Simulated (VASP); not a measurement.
Crystal: SnSbS2.

```xyz
4
Lattice="2.0082 1.1594 7.4670 -2.0082 1.1594 7.4670 0.0000 -2.3189 7.4670" Properties=species:S:1:pos:R:3 pbc="T T T"
Sn    0.0000    0.0000    0.0000
Sb    0.0000    0.0000   11.2005
S     0.0000    0.0000   17.1933
S     0.0000    0.0000    5.2076
```

- Program: VASP 6.6.1
- Task: relaxation of cell and atoms
- Functional: PBE
- Potentials or basis: VASP PAW PBE potentials, release 64 (Sn_d, Sb, S)
- Cutoff: 600 eV
- k mesh: 6 × 6 × 6
- Occupations: gaussian, width 0.1 eV
- Spin: no spin polarisation

At the start: pressure -0.9 GPa; volume 26.08 Å³/atom.

**Question.** Where does the relaxation end?

**Answer.** Over 13 steps the energy falls by 74.0 meV/atom and the volume is 23.80 Å³/atom (-8.7 %); space group R-3m (No. 166, to 0.05 Å).

Step by step:
| step | energy change (eV) | largest force (eV/Å) | pressure (GPa) | volume (Å³) |
| --- | --- | --- | --- | --- |
| 1 | 0.0000 | 0.7951 | -0.93 | 104.32 |
| 2 | -0.0863 | 0.7022 | -0.36 | 102.04 |
| 3 | -0.2413 | 0.4083 | 1.66 | 95.29 |
| 4 | -0.2481 | 0.3425 | 2.42 | 93.17 |
| 5 | -0.2769 | 0.0313 | -0.65 | 96.22 |
| 6 | -0.2803 | 0.1007 | 0.05 | 95.45 |
| 7 | -0.2862 | 0.0939 | -0.05 | 95.71 |
| 8 | -0.2919 | 0.0755 | -0.23 | 96.26 |
| 9 | -0.2920 | 0.0735 | -0.25 | 96.31 |
| 10 | -0.2933 | 0.0798 | 0.14 | 95.62 |
| 11 | -0.2933 | 0.0809 | 0.23 | 95.45 |
| 12 | -0.2943 | 0.0669 | 0.20 | 95.39 |
| 13 | -0.2961 | 0.0266 | 0.11 | 95.20 |

Final structure:
```
Sn Sb S
1.0
     1.89727    1.09539    7.63495
    -1.89727    1.09539    7.63495
     0.00000   -2.19078    7.63495
Sn Sb S
1 1 2
Direct
  0.00000 0.00000 0.00000
  0.50000 0.50000 0.50000
  0.75472 0.75472 0.75472
  0.24528 0.24528 0.24528
```
